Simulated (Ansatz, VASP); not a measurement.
One calculation of HgTe, two programs

INCAR

```
  PREC = Accurate
  ENCUT = 500
  EDIFF = 1E-6
  ISMEAR = -1
  SIGMA = 0.02
  LREAL = F
  LASPH = T
  NELM = 120
  ALGO = Normal
  ISIF = 2
  LWAVE = F
  LCHARG = F
  GGA = PE
  NBANDS = 16
  GGA_COMPAT = F
```

File KPOINTS:

```
regular mesh
0
Gamma
  6 6 6
```

POSCAR

```
HgTe
1.0
    0.0000000000      3.3597962121      3.3597962121
    3.3597962121      0.0000000000      3.3597962121
    3.3597962121      3.3597962121      0.0000000000
Hg Te
1 1
Direct
    0.0000000000      0.0000000000      0.0000000000
    0.2500000000      0.2500000000      0.2500000000
```

Input for Ansatz:

```yaml
crystal:
  lattice:
    - [0.0, 3.3597962121, 3.3597962121]
    - [3.3597962121, 0.0, 3.3597962121]
    - [3.3597962121, 3.3597962121, 0.0]
  atoms:
    - { symbol: Hg, position: [0.0, 0.0, 0.0] }
    - { symbol: Te, position: [0.25, 0.25, 0.25] }
kpoints:
  mp_grid: { grid: [6, 6, 6] }
hamiltonian:
  xc: pbe
scf:
  occupations: { method: fermi_dirac, width: 0.02 }
  n_extra_bands: 4
output:
  forces: true
  stress: true
  eigenvalues: true
```

Alike in both runs: task single point; functional PBE; k mesh 6 × 6 × 6; occupations fermi-dirac, width 0.02 eV; no spin polarisation.

|  | VASP | Ansatz |
| --- | --- | --- |
| version | VASP 6.6.1 | Ansatz 0.2.0 |
| potentials or method | VASP PAW PBE potentials, release 64 (Hg, Te) | plane waves, PAW |
| plane-wave cutoff (eV) | 500 | 420 |
| valence electrons in the cell | 18 | 36 |

```csv
,VASP,Ansatz,Ansatz less VASP
pressure (GPa),-0.9,-0.9,-0.04
```

The functional is the same, so the differences come from potentials, cutoffs and numerics. VASP's potentials hold 18 valence electrons a cell and Ansatz's 36, so a difference there can come from the potentials and not from the codes.

Neither program's run includes spin-orbit coupling.
